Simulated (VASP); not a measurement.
W, 2 atoms in the cell. It takes space group Fd-3m (No. 227, cubic). Conventional cell: a = 5.749 Å, b = 5.749 Å, c = 5.749 Å, α = 90.00°, β = 90.00°, γ = 90.00°. Within 3.3 Å of W (site symmetry -43m) lie 4 W at 2.49 Å. This isn't the form of W at room conditions, which is bcc.

* Program: VASP 6.6.1
* Task: single point
* Functional: PBEsol
* Potentials or basis: VASP PAW PBE potentials, release 64 (W_sv)
* Cutoff: 520 eV
* k mesh: 6 × 6 × 6
* Occupations: gaussian, width 0.1 eV
* Spin: no spin polarisation
* Dipole correction: no
* Further INCAR settings: ALGO = Normal; EDIFF = 1e-06; NBANDS = 21

Potentials or basis: VASP PAW PBE potentials, release 64 (W_sv).

Run with:

```bash
$ cat potpaw_PBE.64/W_sv/POTCAR > POTCAR
$ mpirun -np 1 vasp_std > vasp.out
```

Hardware: 1 thread of Intel(R) Xeon(R) Platinum 8259CL CPU @ 2.50GHz (Skylake/Cascade Lake) (shared host).

Q: Estimate the wall time of this run.

A: Run time: 13 s on 1 thread of Intel(R) Xeon(R) Platinum 8259CL CPU @ 2.50GHz (Skylake/Cascade Lake) (shared host), peak memory 0.16 GiB. Counts: scf iterations 11, k points 16.
